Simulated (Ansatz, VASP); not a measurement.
One calculation of BiTe, two programs

Contents of INCAR:

```
PREC = Accurate
ENCUT = 600
EDIFF = 1E-6
ISMEAR = 0
SIGMA = 0.1
LREAL = F
LASPH = T
NELM = 100
ALGO = Normal
ISIF = 3
LWAVE = F
LCHARG = F
GGA = PE
IBRION = 2
NSW = 90
EDIFFG = -0.04
```

KPOINTS

```
Automatic mesh
0
Gamma
  6 6 1
```

POSCAR

```
BiTe
1.0
    4.4219981227      0.0000000000      0.0000000000
   -2.2109990613      3.8295627097      0.0000000000
    0.0000000000      0.0000000000     24.0500000000
Bi Te
6 6
Direct
    0.0000000000      0.0000000000      0.1252000000
    0.0000000000      0.0000000000      0.8748000000
    0.3333333333      0.6666666667      0.2922000000
    0.6666666667      0.3333333333      0.7078000000
    0.6666666667      0.3333333333      0.4593000000
    0.3333333333      0.6666666667      0.5407000000
    0.3333333333      0.6666666667      0.0530000000
    0.6666666667      0.3333333333      0.9470000000
    0.6666666667      0.3333333333      0.2111000000
    0.3333333333      0.6666666667      0.7889000000
    0.0000000000      0.0000000000      0.3631000000
    0.0000000000      0.0000000000      0.6369000000
```

Input for Ansatz:

```yaml
crystal:
  lattice:
    - [4.4219981227, 0.0, 0.0]
    - [-2.2109990613, 3.8295627097, 0.0]
    - [0.0, 0.0, 24.05]
  atoms:
    - { symbol: Bi, position: [0.0, 0.0, 0.1252] }
    - { symbol: Bi, position: [0.0, 0.0, 0.8748] }
    - { symbol: Bi, position: [0.3333333333, 0.6666666667, 0.2922] }
    - { symbol: Bi, position: [0.6666666667, 0.3333333333, 0.7078] }
    - { symbol: Bi, position: [0.6666666667, 0.3333333333, 0.4593] }
    - { symbol: Bi, position: [0.3333333333, 0.6666666667, 0.5407] }
    - { symbol: Te, position: [0.3333333333, 0.6666666667, 0.053] }
    - { symbol: Te, position: [0.6666666667, 0.3333333333, 0.947] }
    - { symbol: Te, position: [0.6666666667, 0.3333333333, 0.2111] }
    - { symbol: Te, position: [0.3333333333, 0.6666666667, 0.7889] }
    - { symbol: Te, position: [0.0, 0.0, 0.3631] }
    - { symbol: Te, position: [0.0, 0.0, 0.6369] }
basis:
  ecutwfc: 420
kpoints:
  mp_grid: { grid: [6, 6, 1] }
hamiltonian:
  xc: pbe
scf:
  occupations: { method: gaussian, width: 0.1 }
  lower_state_search: "off"
output:
  forces: true
  stress: true
  eigenvalues: true
relax:
  adjacent_minimum: "off"
  f_tol: 0.04
  max_steps: 70
  cell: { stress_tol: 0.4 }
```

Alike in both runs: task relaxation of cell and atoms; functional PBE; k mesh 6 × 6 × 1; occupations gaussian, width 0.1 eV; no spin polarisation.

|  | VASP | Ansatz |
| --- | --- | --- |
| version | VASP 6.6.1 | Ansatz 0.2.0 |
| potentials or method | VASP PAW PBE potentials, release 64 (Bi_d, Te), cutoff 600 eV | scalar-relativistic, plane waves, PAW |
| valence electrons in the cell | 126 | 186 |

Ansatz gave:

- gap on the k mesh at the Fermi level, each at its own relaxed structure (eV): 0.24
- relaxed volume (Å³/atom): 35.88
- relaxed length of the cell vector where the two differ most in proportion (Å): 24.636

Estimate VASP's values.

gap on the k mesh at the Fermi level, each at its own relaxed structure (eV): 0.24; relaxed volume (Å³/atom): 36.03; relaxed length of the cell vector where the two differ most in proportion (Å): 24.702.

VASP's potentials hold 126 valence electrons a cell and Ansatz's 186, so a difference there can come from the potentials and not from the codes.

Spin-orbit coupling is off throughout.
